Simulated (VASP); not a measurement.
# BiTe: single point with PBEsol

BiTe:

```xyz
2
Lattice="0.0000 2.9687 2.9687 2.9687 0.0000 2.9687 2.9687 2.9687 0.0000" Properties=species:S:1:pos:R:3 pbc="T T T"
Bi    0.0000    0.0000    0.0000
Te    2.9687    2.9687    2.9687
```

```
Program                : VASP 6.6.1
Task                   : single point
Functional             : PBEsol
Potentials or basis    : VASP PAW PBE potentials, release 64 (Bi_d, Te)
Cutoff                 : 520 eV
k mesh                 : 7 × 7 × 7
Occupations            : fermi-dirac, width 0.05 eV
Spin                   : no spin polarisation
Dipole correction      : no
Further INCAR settings : ALGO = Normal; EDIFF = 1e-06; NBANDS = 18
```

- Pressure: 20.0 GPa

Levels at points of the mesh, in eV from the Fermi level:
| k point | band 8 | band 9 | band 10 | band 11 | band 12 | band 13 |
| --- | --- | --- | --- | --- | --- | --- |
| (0.00, 0.00, 0.00) | -3.39 | -3.39 | -3.39 | 2.57 | 2.57 | 2.57 |

Run time: 24 s on 1 thread of AMD EPYC 7R43 64-Core Processor (Zen 3), with other jobs on the host, peak memory 0.14 GiB.

Caveat: the PAW data sets were made with another functional, which shifts forces and pressure a little; spin-orbit coupling is left out, which moves the levels of the heavy elements.
